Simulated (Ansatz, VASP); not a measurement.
**One calculation of Os, two programs**

```
Os
1.0
     2.71457    0.00000    0.00000
    -1.35729    2.35089    0.00000
     0.00000    0.00000    4.29324
Os
2
Direct
  0.33333 0.66667 0.25000
  0.66667 0.33333 0.75000
```

Alike in both runs: functional LDA; k mesh 18 × 18 × 10; occupations gaussian, width 0.1 eV; no spin polarisation.

Ansatz relaxed the structure, and its values are those at the end. VASP's run is a single point on that final structure, the one shown.

|  | VASP | Ansatz |
| --- | --- | --- |
| version | VASP 6.6.1 | Ansatz 0.2.0 |
| potentials or method | VASP PAW LDA potentials, release 64 (Os_sv_GW), cutoff 560 eV | scalar-relativistic, plane waves, PAW |
| valence electrons in the cell | 32 | 32 |

|  | VASP | Ansatz | Ansatz less VASP |
| --- | --- | --- | --- |
| gap on the k mesh at the Fermi level (eV) | none | none | - |
| pressure (GPa) | 0.5 | 0.0 | -0.46 |

LDA's correlation is that of Perdew and Zunger in VASP and of Perdew and Wang (1992) in Ansatz. A gap of «none» marks a metal or a gap that the smearing closes.

Neither program's run includes spin-orbit coupling.
